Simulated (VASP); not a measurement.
ZnS, 2 atoms in the cell. It takes space group F-43m (No. 216, cubic). Conventional cell: a = 5.388 Å, b = 5.388 Å, c = 5.388 Å, α = 90.00°, β = 90.00°, γ = 90.00°. Within 3.1 Å of Zn (site symmetry -43m) lie 4 S at 2.33 Å. S (site symmetry -43m) has 4 Zn at 2.33 Å within 3.1 Å. 

```yaml
Program: VASP 6.6.1
Task: single point
Functional: HSE06
Potentials_or_basis: VASP PAW PBE potentials, release 64 (Zn, S)
Cutoff: 520 eV
k_mesh: 4 × 4 × 4
Occupations: methfessel-paxton, width 0.001 eV
Spin: no spin polarisation
Dipole_correction: no
Grid_for_exact_exchange_PRECFOCK: Normal
Further_INCAR_settings: ALGO = Normal; EDIFF = 1e-06; NBANDS = 16
Share_of_exact_exchange: 0.25
Screening_parameter: 0.2079 1/Å
```

Potentials or basis: VASP PAW PBE potentials, release 64 (Zn, S).

The run is started by

```sh
$ cat potpaw_PBE.64/Zn/POTCAR potpaw_PBE.64/S/POTCAR > POTCAR
$ cp INCAR.step1 INCAR
$ mpirun -np 1 vasp_std > vasp.out
$ cp INCAR.step2 INCAR
$ mpirun -np 1 vasp_std > vasp.out
```

Hardware: 1 thread of AMD EPYC 7R43 64-Core Processor (Zen 3) (shared host).

Problem. How long does it take, and how much memory?

Solution. Run time: 18 min on 1 thread of AMD EPYC 7R43 64-Core Processor (Zen 3), with other jobs on the host, peak memory 0.22 GiB. Counts: k points 8.
